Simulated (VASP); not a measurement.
Write the native input for VASP 6.6.1 that does the following.

- Task: single point
- Functional: PBE
- Potentials or basis: VASP PAW PBE potentials, release 64 (Ba_sv, Rh_pv)
- Cutoff: 520 eV
- k mesh: 10 × 10 × 10
- Occupations: gaussian, width 0.1 eV
- Spin: no spin polarisation
- Dipole correction: no
- Further INCAR settings: ALGO = Fast; EDIFF = 1e-06; NBANDS = 30

The structure of Ba3Rh lies in POSCAR:

```
Ba3Rh
1.0
    5.2789042702      0.0000000000      0.0000000000
    0.0000000000      5.2789042702      0.0000000000
    0.0000000000      0.0000000000      5.2789042702
Ba Rh
3 1
Direct
    0.0000000000      0.5000000000      0.5000000000
    0.5000000000      0.0000000000      0.5000000000
    0.5000000000      0.5000000000      0.0000000000
    0.0000000000      0.0000000000      0.0000000000
```

The input as run:

INCAR

```
SYSTEM = Ba3Rh
ALGO = Fast
EDIFF = 1E-6
ENCUT = 520
GGA = PE
ISIF = 2
ISMEAR = 0
LASPH = .True.
LCHARG = .True.
LELF = .True.
LREAL = .False.
LVHAR = .True.
LWAVE = .False.
NBANDS = 30
NELM = 100
PREC = Accurate
SIGMA = 0.1
```

KPOINTS

```
k-points
0
Gamma
  10 10 10
  0 0 0
```

Potentials or basis: VASP PAW PBE potentials, release 64 (Ba_sv, Rh_pv).

Launch:

```sh
$ cat potpaw_PBE.64/Ba_sv/POTCAR potpaw_PBE.64/Rh_pv/POTCAR > POTCAR
$ mpirun -np 1 vasp_std > vasp.out
```

Results of the run:

| Item | Value |
| --- | --- |
| Pressure | 0.6 GPa |
| Band gap on the k mesh | zero (an odd number of electrons rules out a gap without spin polarisation) |

Caveat: spin-orbit coupling is left out, which moves the levels of the heavy elements.

Wall time 2.1 min on 1 thread of Intel(R) Xeon(R) 6975P-C (Granite Rapids), on a shared host, peak memory 0.38 GiB.
